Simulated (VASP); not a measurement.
Here is a VASP 6.6.1 calculation.

The input INCAR:

```
PREC = Accurate ; ENCUT = 500
EDIFF = 1E-6 ; ISMEAR = -1
SIGMA = 0.1 ; LREAL = False
LASPH = True ; NELM = 120
ALGO = Normal ; ISIF = 2
LWAVE = False ; LCHARG = True
GGA = CA ; LELF = True
LVHAR = True ; NBANDS = 42
GGA_COMPAT = False
```

KPOINTS

```
regular mesh
0
Gamma
  6 6 6
```

Contents of POSCAR:

```
Ir3Os
1.0
    3.8480740000      0.0000000000      0.0000000000
    0.0000000000      3.8480740000      0.0000000000
    0.0000000000      0.0000000000      3.8480740000
Os Ir
1 3
Direct
    0.0000000000      0.0000000000      0.0000000000
    0.0000000000      0.5000000000      0.5000000000
    0.5000000000      0.5000000000      0.0000000000
    0.5000000000      0.0000000000      0.5000000000
```

Potentials or basis: VASP PAW LDA potentials, release 64 (Os_sv_GW, Ir_sv_GW).

Launch:

```console
$ cat potpaw_LDA.64/Os_sv_GW/POTCAR potpaw_LDA.64/Ir_sv_GW/POTCAR > POTCAR
$ mpirun -np 1 vasp_std > vasp.out
```

Question: What does it give for the pressure?

Answer: -13.7 GPa.
